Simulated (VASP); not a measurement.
Runs of VASP 6.6.1 on B. The structure is that of space group Im-3m (No. 229), or close to it. The cells are those of the table. This isn't the form of B at room conditions, which is rhombohedral.

```tsv
cell	gap on the mesh (eV)	pressure (GPa)
a = 1.831 Å, angles 109.5°, 1 atom	none	(a)
a = 1.659 Å, angles 109.5°, 1 atom	none	358.3
a = 1.750 Å, angles 109.5°, 1 atom	none	191.8
a = 1.579 Å, angles 109.5°, 1 atom	none	589.0
a = 1.990 Å, angles 109.5°, 1 atom	none	(b)
```

Alike in all rows: task single point; level PBEsol; potentials or basis VASP PAW PBE potentials, release 64 (B); no spin polarisation; k mesh 25 × 25 × 25; cutoff (eV) 520; smearing fermi-dirac 0.08 eV.

**Question.** Fill in the values left out.

**Answer.** (a) 96.6; (b) 0.2.

Caveats: the PAW data sets were made with another functional, which shifts forces and pressure a little; the cell stands under pressure (at least some runs).

A gap of «none» marks levels without a gap at the run's occupations.
